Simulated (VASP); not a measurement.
# BN (P6_3/mmc) in VASP: further runs

Aim: see how the results for BN move with the level of theory and the settings. Levels: RPBE, PBE exchange alone. Tasks: single point.

Everything below comes from runs of VASP 6.6.1. Logs are shortened: lines on timing, memory, paths and dates and some standing lists are left out, and cuts for length are marked.

## 1. The cell of the first run

The structure is hexagonal, space group P6_3/mmc (No. 194). Conventional cell: a = 2.498 Å, b = 2.498 Å, c = 6.636 Å, α = 90.00°, β = 90.00°, γ = 120.00°. N (site symmetry -6m2) has 3 B at 1.44 Å within 1.9 Å. B (site symmetry -6m2) has 3 N at 1.44 Å within 1.9 Å.

## 2. Single point, RPBE

The input, INCAR:

```
PREC = Accurate ; ENCUT = 520
EDIFF = 1E-7 ; ISMEAR = -1
SIGMA = 0.05 ; LREAL = False
LASPH = True ; NELM = 60
ALGO = Normal ; ISIF = 2
LWAVE = False ; LCHARG = True
GGA = RP ; LELF = True
LVHAR = True ; NBANDS = 16
```

The input, KPOINTS:

```
Automatic mesh
0
Gamma
  12 12 4
```

The input, POSCAR:

```
BN
1.0
    2.4982400000      0.0000000000      0.0000000000
   -1.2491200000      2.1635393048      0.0000000000
    0.0000000000      0.0000000000      6.6357000000
N B
2 2
Direct
    0.6666666667      0.3333333333      0.2500000000
    0.3333333333      0.6666666667      0.7500000000
    0.6666666667      0.3333333333      0.7500000000
    0.3333333333      0.6666666667      0.2500000000
```

Potentials or basis: VASP PAW PBE potentials, release 64 (N, B).

On the command line:

```console
$ cat potpaw_PBE.64/N/POTCAR potpaw_PBE.64/B/POTCAR > POTCAR
$ mpirun -np 1 vasp_std > vasp.out
```

OUTCAR:

```text
PREC = Accurate
   ENCUT = 520
   EDIFF = 1E-7
   ISMEAR = -1
   LREAL = False
   LASPH = True
   NELM = 60
   ISIF = 2
   GGA = RP

 ion  position               nearest neighbor table
   1  0.667  0.333  0.250-   4 1.44   4 1.44   4 1.44
   2  0.333  0.667  0.750-   3 1.44   3 1.44   3 1.44
   3  0.667  0.333  0.750-   2 1.44   2 1.44   2 1.44
   4  0.333  0.667  0.250-   1 1.44   1 1.44   1 1.44

  LATTYP: Found a hexagonal cell.
 ALAT       =     2.4982400000
 C/A-ratio  =     2.6561499296

  Lattice vectors:

 A1 = (   2.4982400000,   0.0000000000,   0.0000000000)
 A2 = (  -1.2491200000,   2.1635393048,   0.0000000000)
 A3 = (   0.0000000000,   0.0000000000,   6.6357000000)

Analysis of symmetry for initial positions (statically):
=====================================================================
 Subroutine PRICEL returns:
 Original cell was already a primitive cell.

 Routine SETGRP: Setting up the symmetry group for a
 hexagonal supercell.

 Subroutine GETGRP returns: Found 24 space group operations
 (whereof 12 operations were pure point group operations)
 out of a pool of 24 trial point group operations.

The static configuration has the point symmetry D_3d.
 The point group associated with its full space group is D_6h.

Analysis of symmetry for dynamics (positions and initial velocities):
=====================================================================
 Subroutine PRICEL returns:
 Original cell was already a primitive cell.

 Routine SETGRP: Setting up the symmetry group for a
 hexagonal supercell.

 Subroutine GETGRP returns: Found 24 space group operations
 (whereof 12 operations were pure point group operations)
 out of a pool of 24 trial point group operations.

The dynamic configuration has the point symmetry D_3d.
 The point group associated with its full space group is D_6h.

 Subroutine INISYM returns: Found 24 space group operations
 (whereof 12 operations are pure point group operations),
 and found     1 'primitive' translations

----------------------------------------------------------------------------------------

                                     Primitive cell

  volume of cell :      35.8662

  direct lattice vectors                    reciprocal lattice vectors
     2.498240000  0.000000000  0.000000000     0.400281798  0.231102804  0.000000000
    -1.249120000  2.163539305  0.000000000     0.000000000  0.462205608  0.000000000
     0.000000000  0.000000000  6.635700000     0.000000000  0.000000000  0.150700002

  length of vectors
     2.498240000  2.498240000  6.635700000     0.462205608  0.462205608  0.150700002

  position of ions in fractional coordinates (direct lattice)
     0.666666667  0.333333333  0.250000000
     0.333333333  0.666666667  0.750000000
     0.666666667  0.333333333  0.750000000
     0.333333333  0.666666667  0.250000000

  ion indices of the primitive-cell ions
   primitive index   ion index
                 1           1
                 2           2
                 3           3
                 4           4

----------------------------------------------------------------------------------------

 KPOINTS: Automatic mesh

Automatic generation of k-mesh.
 Grid dimensions read from file:
 generate k-points for:   12   12    4

 Generating k-lattice:

  Cartesian coordinates                     Fractional coordinates (reciprocal lattice)
     0.033356817  0.019258567  0.000000000     0.083333333 -0.000000000  0.000000000
     0.000000000  0.038517134  0.000000000     0.000000000  0.083333333  0.000000000
     0.000000000  0.000000000  0.037675000     0.000000000  0.000000000  0.250000000

  Length of vectors
     0.038517134  0.038517134  0.037675000

  Shift w.r.t. Gamma in fractional coordinates (k-lattice)
     0.000000000  0.000000000  0.000000000

 Subroutine IBZKPT returns following result:
 ===========================================

 Found     57 irreducible k-points:

 Following reciprocal coordinates:
            Coordinates               Weight
  0.000000  0.000000  0.000000      1.000000
  0.083333 -0.000000  0.000000      6.000000
  0.166667  0.000000  0.000000      6.000000
  0.250000  0.000000  0.000000      6.000000
  0.333333  0.000000  0.000000      6.000000
  0.416667  0.000000  0.000000      6.000000
[... 16 lines left out ...]
  0.250000  0.000000  0.250000     12.000000
  0.333333  0.000000  0.250000     12.000000
 [... further k-points ...]
   k-points           NKPTS =     57   k-points in BZ     NKDIM =     57   number of bands    NBANDS=     16
   number of dos      NEDOS =    301   number of ions     NIONS =      4
   total plane-waves  NPLWV =  20000
   dimension x,y,z NGX =    20 NGY =   20 NGZ =   50
   dimension x,y,z NGXF=    40 NGYF=   40 NGZF=  100
   ions per type =               2   2
   NGX,Y,Z   is equivalent  to a cutoff of  13.31, 13.31, 12.53 a.u.
   NGXF,Y,Z  is equivalent  to a cutoff of  26.62, 26.62, 25.05 a.u.
 SYSTEM =  unknown system
   PREC   = accura    normal or accurate (medium, high low for compatibility)
   ISTART =      0    job   : 0-new  1-cont  2-samecut
   ICHARG =      2    charge: 1-file 2-atom 10-const
   ISPIN  =      1    spin polarized calculation?
   LNONCOLLINEAR =      F non collinear calculations
   LSORBIT =      F    spin-orbit coupling
   LASPH  =      T    aspherical Exc in radial PAW
   ENCUT  =  520.0 eV  38.22 Ry    6.18 a.u.   4.65  4.65 12.34*2*pi/ulx,y,z
   NELM   =     60;   NELMIN=  2; NELMDL= -5     # of ELM steps
   EDIFF  = 0.1E-06   stopping-criterion for ELM
   LREAL  =      F    real-space projection
   EDIFFG = 0.1E-05   stopping-criterion for IOM
   NSW    =      0    number of steps for IOM
   IBRION =     -1    ionic relax: 0-MD 1-quasi-New 2-CG
   NFREE  =      0    steps in history (QN), initial steepest desc. (CG)
   ISIF   =      2    stress and relaxation
   ISYM   =      2    0-nonsym 1-usesym 2-fastsym
   POTIM  = 0.5000    time-step for ionic-motion
   TEBEG  =    0.0;   TEEND  =   0.0 temperature during run
   PSTRESS=    0.0 pullay stress
   NELECT =      16.0000    total number of electrons
   NUPDOWN=      -1.0000    fix difference up-down
   EMIN   =  10.00;   EMAX   =-10.00  energy-range for DOS
   EFERMI =   0.00;   METHOD = LEGACY
   ISMEAR =    -1;   SIGMA  =   0.05  broadening in eV -4-tet -1-fermi 0-gaus
   EFERMI_NEDOS =   21; number of points for ismear=-14 and -15
   IALGO  =     38    algorithm
   IMIX   =      4    mixing-type and parameters
     AMIX     =   0.40;   BMIX     =  1.00
     AMIX_MAG =   1.60;   BMIX_MAG =  1.00
  volume/ion in A,a.u.               =       8.97        60.51
  Fermi-wavevector in a.u.,A,eV,Ry     =   1.250891  2.363842 21.289433  1.564729
  Thomas-Fermi vector in A             =   2.384864
   LORBIT       =      0    0 simple, 1 ext, 2 COOP (PROOUT), +10 PAW based schemes
   GGA     = RP    functional components
   LHFCALC =     F    Hartree Fock is set to
   AEXX    =    0.0000 exact exchange contribution
   IVDW    =     0    specifies the selected vdW correction
   LEPSILON=     F    determine dielectric tensor
   LRPA    =     F    only Hartree local field effects (RPA)
 non-spin polarized calculation
  energy-cutoff  :      520.00
  volume of cell :       35.87
 maximum number of plane-waves:       985
 NGX is ok and might be reduce to    20
   NGX =  9   NGY =  9   NGZ = 25

 number of electron      15.9999997 magnetization

 Free energy of the ion-electron system (eV)
  ---------------------------------------------------
  ext. energy  EPLUGINS =         0.00000000
  ---------------------------------------------------
  free energy    TOTEN  =       -33.67030629 eV

  energy without entropy =      -33.67030629  energy(sigma->0) =      -33.67030629

 E-fermi :   3.5402     XC(G=0):  -9.8459

 val. band max:        2.4339074909   @ k =   0.3333   0.3333   0.5000
 cond. band min:       6.8298858482   @ k =   0.5000   0.0000   0.0000
 fundamental gap:      4.3959783572
 Fermi energy:         3.5401538523

 k-point     1 :       0.0000    0.0000    0.0000
  band No.  band energies     occupation
      1     -15.4730      2.00000
      2     -15.1876      2.00000
      3      -3.7519      2.00000
      4      -1.6872      2.00000
      5       1.1322      2.00000
      6       1.1322      2.00000
[... 8 lines left out ...]
     15      14.7823      0.00000
     16      15.6456      0.00000

 k-point     2 :       0.0833   -0.0000    0.0000
  band No.  band energies     occupation
      1     -15.3362      2.00000
      2     -15.0553      2.00000
      3      -3.5650      2.00000
      4      -1.5188      2.00000
      5       0.5675      2.00000
      6       0.6002      2.00000
[... 8 lines left out ...]
     15      15.1295      0.00000
     16      15.2695      0.00000

 k-point     3 :       0.1667    0.0000    0.0000
  band No.  band energies     occupation
      1     -14.9332      2.00000
      2     -14.6658      2.00000
      3      -3.0112      2.00000
      4      -1.0238      2.00000
      5      -0.8638      2.00000
      6      -0.8241      2.00000
[... 8 lines left out ...]
     15      16.4170      0.00000
     16      16.4303      0.00000

 k-point     4 :       0.2500    0.0000    0.0000
  band No.  band energies     occupation
      1     -14.2909      2.00000
      2     -14.0474      2.00000
      3      -2.6795      2.00000
      4      -2.6193      2.00000
      5      -2.1162      2.00000
      6      -0.5090      2.00000
[... 8 lines left out ...]
     15      18.1079      0.00000
     16      18.6210      0.00000
[... 324 lines left out ...]
 k-point    22 :       0.1667    0.0000    0.2500
  band No.  band energies     occupation
      1     -14.8960      2.00000
      2     -14.7070      2.00000
      3      -2.7692      2.00000
      4      -1.3961      2.00000
      5      -0.8521      2.00000
      6      -0.8085      2.00000
[... 8 lines left out ...]
     15      16.3341      0.00000
     16      16.4132      0.00000

 k-point    23 :       0.2500    0.0000    0.2500
  band No.  band energies     occupation
      1     -14.2568      2.00000
      2     -14.0847      2.00000
      3      -2.6841      2.00000
      4      -2.6346      2.00000
      5      -1.8662      2.00000
      6      -0.5597      2.00000
[... 8 lines left out ...]
     15      18.6355      0.00000
     16      18.7140      0.00000

 k-point    24 :       0.3333    0.0000    0.2500
  band No.  band energies     occupation
      1     -13.4474      2.00000
      2     -13.3026      2.00000
      3      -4.4771      2.00000
      4      -4.4204      2.00000
      5      -1.1340      2.00000
      6      -1.0914      2.00000
[... 8 lines left out ...]
     15      19.5037      0.00000
     16      21.2039      0.00000

 [... further k-points ...]

------------------------ aborting loop because EDIFF is reached ----------------------------------------

  FORCE on cell =-STRESS in cart. coord.  units (eV):
  Direction    XX          YY          ZZ          XY          YZ          ZX
  --------------------------------------------------------------------------------------
  -------------------------------------------------------------------------------------
  Total        2.4907708      2.4907708      1.1072225      0.0000000      0.0000000      0.0000000
  in kB      111.2650213    111.2650213     49.4606468      0.0000000      0.0000000      0.0000000
  external PRESSURE =      90.6635632 kB  Pullay stress =       0.0000000 kB

 VOLUME and BASIS-vectors are now :
 -----------------------------------------------------------------------------
  energy-cutoff  :      520.00
  volume of cell :       35.87
      direct lattice vectors                 reciprocal lattice vectors
     2.498240000  0.000000000  0.000000000     0.400281798  0.231102804  0.000000000
    -1.249120000  2.163539305  0.000000000     0.000000000  0.462205608  0.000000000
     0.000000000  0.000000000  6.635700000     0.000000000  0.000000000  0.150700002

 POSITION                                       TOTAL-FORCE (eV/Angst)
 -----------------------------------------------------------------------------------
      1.24912      0.72118      1.65892         0.000000      0.000000      0.000000
     -0.00000      1.44236      4.97677         0.000000      0.000000      0.000000
      1.24912      0.72118      4.97677         0.000000      0.000000      0.000000
     -0.00000      1.44236      1.65892        -0.000000     -0.000000      0.000000
 -----------------------------------------------------------------------------------
    total drift:                                0.000000     -0.000000      0.000000

  FREE ENERGIE OF THE ION-ELECTRON SYSTEM (eV)
  ---------------------------------------------------
  free  energy   TOTEN  =       -33.6703062864 eV

  energy  without entropy=      -33.6703062863  energy(sigma->0) =      -33.67030629
```

Run time: 37 s. Hardware: 1 thread of AMD EPYC 7R43 (Zen 3), shared host; peak memory 0.12 GiB.

Results:

| Quantity | Value |
| --- | --- |
| Free energy | -33.6703 eV |
| Pressure | 9.1 GPa |
| Band gap on the k mesh | 4.40 eV, indirect (least direct gap 4.73 eV) |

Caveat: the PAW data sets were made with another functional, which shifts forces and pressure a little; this functional lacks dispersion, which binds the layers, so the pressure and a relaxed spacing across them are unreliable. As with any semilocal functional, this RPBE gap is likely too small.

## 3. Single point, PBE exchange alone

The input, INCAR:

```
PREC = Accurate
ENCUT = 520
EDIFF = 1E-6
ISMEAR = -1
SIGMA = 0.05
LREAL = F
LASPH = T
NELM = 60
ALGO = Normal
ISIF = 2
LWAVE = F
LCHARG = F
GGA = PE
ALDAC = 0.0
AGGAC = 0.0
NBANDS = 16
```

KPOINTS is that of step 2.

POSCAR is that of step 2.

Potentials or basis: VASP PAW PBE potentials, release 64 (N, B).

On the command line:

```console
$ cat potpaw_PBE.64/N/POTCAR potpaw_PBE.64/B/POTCAR > POTCAR
$ mpirun -np 1 vasp_std > vasp.out
```

Wall time 29 s (1 thread of AMD EPYC 7R43 (Zen 3), shared host); peak memory 0.12 GiB.

Results (log left out):

```
Free energy            : -29.8891 eV
Pressure               : 18.0 GPa
Band gap on the k mesh : 4.36 eV, indirect (least direct gap 4.71 eV)
```

Stress tensor (GPa, compression positive):
```
23.10  0.00  0.00
 0.00 23.10  0.00
 0.00  0.00  7.91
```

Levels at points of the mesh, in eV from the valence-band top:
```
           k point  band 5  band 6  band 7  band 8  band 9  band 10  band 11  band 12
(0.00, 0.00, 0.00)   -1.37   -1.37   -1.33   -1.33    5.33    10.42    11.72    11.72
(0.50, 0.00, 0.00)   -4.15   -4.09   -1.44   -0.42    4.36     5.72     9.76    10.25
(0.00, 0.00, 0.50)   -1.35   -1.35   -1.35   -1.35    7.72     7.72    11.78    11.78
(0.50, 0.00, 0.50)   -4.12   -4.12   -0.91   -0.91    4.82     4.82    10.19    10.19
```

A k mesh can miss the band edges.

## 4. Single point, RPBE

This run uses another cell than the first one, of 9.15 Å³/atom, 1.020 times its volume.

The input, INCAR:

```
PREC = Accurate
ENCUT = 520
EDIFF = 1E-6
ISMEAR = -1
SIGMA = 0.05
LREAL = False
LASPH = True
NELM = 80
ALGO = Normal
ISIF = 2
LWAVE = False
LCHARG = False
GGA = RP
NBANDS = 16
```

The input, KPOINTS:

```
regular mesh
0
Gamma
  12 12 4
```

The input, POSCAR:

```
BN
1.0
    2.5147851179      0.0000000000      0.0000000000
   -1.2573925590      2.1778677972      0.0000000000
    0.0000000000      0.0000000000      6.6796463138
N B
2 2
Direct
    0.6666666667      0.3333333333      0.2500000000
    0.3333333333      0.6666666667      0.7500000000
    0.6666666667      0.3333333333      0.7500000000
    0.3333333333      0.6666666667      0.2500000000
```

On the command line:

```console
$ cat potpaw_PBE.64/N/POTCAR potpaw_PBE.64/B/POTCAR > POTCAR
$ mpirun -np 1 vasp_std > vasp.out
```

It took 40 s on 1 thread of AMD EPYC 7R43 (Zen 3), shared host; peak memory 0.13 GiB.

The run converged. Its results:

```
Free energy            : -33.7003 eV
Pressure               : 4.1 GPa
Band gap on the k mesh : 4.37 eV, indirect (least direct gap 4.68 eV)
```

Stress tensor (GPa, compression positive):
```
3.83 0.00 0.00
0.00 3.83 0.00
0.00 0.00 4.65
```

Levels at points of the mesh, in eV from the valence-band top:
| k point | band 4 | band 5 | band 6 | band 7 | band 8 | band 9 | band 10 | band 11 | band 12 | band 13 |
| --- | --- | --- | --- | --- | --- | --- | --- | --- | --- | --- |
| (0.00, 0.00, 0.00) | -4.05 | -1.33 | -1.33 | -1.29 | -1.29 | 5.49 | 10.43 | 11.49 | 11.49 | 11.61 |
| (0.50, 0.00, 0.00) | -8.80 | -4.11 | -4.04 | -1.39 | -0.43 | 4.37 | 5.65 | 9.47 | 9.84 | 12.98 |
| (0.00, 0.00, 0.50) | -5.16 | -1.31 | -1.31 | -1.31 | -1.31 | 7.77 | 7.77 | 11.55 | 11.55 | 11.55 |
| (0.50, 0.00, 0.50) | -8.84 | -4.08 | -4.08 | -0.89 | -0.89 | 4.81 | 4.81 | 9.80 | 9.80 | 13.79 |

Caveat: the PAW data sets were made with another functional, which shifts forces and pressure a little; this functional lacks dispersion, which binds the layers, so the pressure and a relaxed spacing across them are unreliable.

## 5. Single point, RPBE

This run uses another cell than the first one, of 9.33 Å³/atom, 1.040 times its volume.

The input, INCAR:

```
PREC     = Accurate       # precision mode
ENCUT    = 520            # plane-wave cutoff, eV
EDIFF    = 1E-6           # SCF threshold, eV
ISMEAR   = -1             # smearing method
SIGMA    = 0.05           # smearing width, eV
LREAL    = False          # projectors in reciprocal space
LASPH    = True           # aspherical terms in the spheres
NELM     = 100            # most SCF steps
ALGO     = Normal         # electronic algorithm
ISIF     = 2              # what is computed and relaxed
LWAVE    = False          # write WAVECAR
LCHARG   = False          # write CHGCAR
GGA      = RP             # functional
NBANDS   = 16             # bands
```

The input, KPOINTS:

```
Automatic mesh
0
Gamma
  12 12 4
```

The input, POSCAR:

```
BN
1.0
    2.5311153490      0.0000000000      0.0000000000
   -1.2655576745      2.1920101922      0.0000000000
    0.0000000000      0.0000000000      6.7230218559
N B
2 2
Direct
    0.6666666667      0.3333333333      0.2500000000
    0.3333333333      0.6666666667      0.7500000000
    0.6666666667      0.3333333333      0.7500000000
    0.3333333333      0.6666666667      0.2500000000
```

On the command line:

```console
$ cat potpaw_PBE.64/N/POTCAR potpaw_PBE.64/B/POTCAR > POTCAR
$ mpirun -np 1 vasp_std > vasp.out
```

Run time: 39 s. Hardware: 1 thread of AMD EPYC 7R43 (Zen 3), shared host; peak memory 0.13 GiB.

It converged, with:

* Free energy: -33.7091 eV
* Pressure: -0.4 GPa
* Band gap on the k mesh: 4.35 eV, indirect (least direct gap 4.63 eV)

Stress tensor (GPa, compression positive):
```
-2.85  0.00  0.00
 0.00 -2.85  0.00
 0.00  0.00  4.36
```

Levels at points of the mesh, in eV from the valence-band top:
```tsv
k point	band 4	band 5	band 6	band 7	band 8	band 9	band 10	band 11	band 12	band 13
(0.00, 0.00, 0.00)	-3.98	-1.35	-1.35	-1.31	-1.31	5.45	10.28	11.33	11.33	11.45
(0.50, 0.00, 0.00)	-8.72	-4.08	-4.02	-1.36	-0.43	4.35	5.58	9.28	9.64	12.88
(0.00, 0.00, 0.50)	-5.07	-1.33	-1.33	-1.33	-1.33	7.67	7.67	11.39	11.39	11.39
(0.50, 0.00, 0.50)	-8.76	-4.05	-4.05	-0.88	-0.88	4.77	4.77	9.60	9.60	13.66
```

Caveat: the PAW data sets were made with another functional, which shifts forces and pressure a little; this functional lacks dispersion, which binds the layers, so the pressure and a relaxed spacing across them are unreliable. A k mesh can miss the band edges.

## 6. The runs side by side

| level | cell | gap on the mesh (eV) | pressure (GPa) |
| --- | --- | --- | --- |
| RPBE | a = 2.498, b = 2.498, c = 6.636 Å, angles 90.0, 90.0, 120.0°, 4 atoms | 4.40 | 9.1 |
| PBE exchange alone | a = 2.498, b = 2.498, c = 6.636 Å, angles 90.0, 90.0, 120.0°, 4 atoms | 4.36 | 18.0 |
| RPBE | a = 2.515, b = 2.515, c = 6.680 Å, angles 90.0, 90.0, 120.0°, 4 atoms | 4.37 | 4.1 |
| RPBE | a = 2.531, b = 2.531, c = 6.723 Å, angles 90.0, 90.0, 120.0°, 4 atoms | 4.35 | -0.4 |

Alike in all rows: task single point; potentials or basis VASP PAW PBE potentials, release 64 (N, B); no spin polarisation; k mesh 12 × 12 × 4; cutoff (eV) 520; smearing fermi-dirac 0.05 eV.

Caveats: the PAW data sets were made with another functional, which shifts forces and pressure a little (some runs); this functional lacks dispersion, which binds the layers, so the pressure and a relaxed spacing across them are unreliable (some runs).

Total energies depend on the potentials used, so only differences within one code and one set of settings carry meaning.
